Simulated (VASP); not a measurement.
Write the native input for VASP 6.6.1 that does the following.

| Quantity | Value |
| --- | --- |
| Task | relaxation of cell and atoms |
| Functional | LDA |
| Potentials or basis | VASP PAW LDA potentials, release 64 (Sr_sv) |
| Cutoff | 600 eV |
| k mesh | 11 × 11 × 11 |
| Occupations | fermi-dirac, width 0.1 eV |
| Spin | no spin polarisation |
| Target pressure | 0.14 GPa |
| Dipole correction | no |
| Further INCAR settings | ALGO = Normal; EDIFF = 1e-06; IBRION = 2; EDIFFG = -0.005; NSW = 60; ISIF = 3 |

The structure of Sr lies in POSCAR:

```
Sr
1.0
   -3.5616056118      3.5616056118      1.9588830865
    3.5616056118     -3.5616056118      1.9588830865
    3.5616056118      3.5616056118     -1.9588830865
Sr
2
Direct
   -0.3750000000     -0.1250000000     -0.2500000000
    0.3750000000      0.1250000000      0.2500000000
```

These files were run (other wordings do the same):

INCAR

```
SYSTEM = Sr
PREC = Accurate
ENCUT = 600
EDIFF = 1E-6
ISMEAR = -1
SIGMA = 0.1
LREAL = .False.
LASPH = .True.
NELM = 60
ALGO = Normal
ISIF = 3
LWAVE = .False.
LCHARG = .False.
GGA = CA
IBRION = 2
NSW = 60
EDIFFG = -0.005
PSTRESS = 1.4000000000000001
```

KPOINTS

```
Automatic mesh
0
Gamma
  11 11 11
  0 0 0
```

Potentials or basis: VASP PAW LDA potentials, release 64 (Sr_sv).

The run is started by

```bash
$ cat potpaw_LDA.64/Sr_sv/POTCAR > POTCAR
$ mpirun -np 1 vasp_std > vasp.out
```

It gave:

```
Relaxed volume                                             : 47.03 Å³/atom
Relaxed cell                                               : a = 5.327 Å, b = 5.327 Å, c = 5.327 Å, α = 97.29°, β = 97.29°, γ = 138.26°
Space group after relaxing (to 0.1 Å)                      : I4_1/amd (No. 141)
Energy change on relaxing (the run minimises the enthalpy) : -3.6 meV/atom
Ionic steps                                                : 7
Pressure after relaxing                                    : 0.2 GPa
Band gap on the k mesh                                     : zero (bands 10 and 11 overlap by 0.58 eV)
```

Caveat: the cell is relaxed towards a set pressure, so the run minimises the enthalpy, not the energy.

Run time: 7.2 min on 1 thread of Intel(R) Xeon(R) 6975P-C (Granite Rapids), on a shared host, peak memory 0.4 GiB.
